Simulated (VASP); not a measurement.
Hf: single point with PBEsol

Hf:

```
CELL_PARAMETERS angstrom
-0.04440 2.22000 2.22000
2.22000 -0.04440 2.22000
2.17560 2.17560 0.00000
ATOMIC_POSITIONS crystal
Hf 0.00000 0.00000 0.00000
```

- Program: VASP 6.6.1
- Task: single point
- Functional: PBEsol
- Potentials or basis: VASP PAW PBE potentials, release 64 (Hf_pv)
- Cutoff: 520 eV
- k mesh: 9 × 9 × 9
- Occupations: fermi-dirac, width 0.05 eV
- Spin: no spin polarisation

- Pressure: -1.3 GPa
- Band gap on the k mesh: zero (band 5 reaches 5.86 eV, above the bottom of band 6 at 4.15 eV)

Stress tensor (GPa, compression positive):
```
-1.25  2.31  0.00
 2.31 -1.25  0.00
 0.00  0.00 -1.50
```

Levels at points of the mesh, in eV from the Fermi level:
| k point | band 1 | band 2 | band 3 | band 4 | band 5 | band 6 | band 7 | band 8 | band 9 | band 10 |
| --- | --- | --- | --- | --- | --- | --- | --- | --- | --- | --- |
| (0.00, 0.00, 0.00) | -29.95 | -29.92 | -29.89 | -7.33 | 1.05 | 1.32 | 1.69 | 4.24 | 4.25 | 11.40 |

Run time: 68 s on 1 thread of AMD EPYC 7R13, with other jobs on the host, peak memory 0.13 GiB.

Caveat: the PAW data sets were made with another functional, which shifts forces and pressure a little; spin-orbit coupling is left out, which moves the levels of the heavy elements.
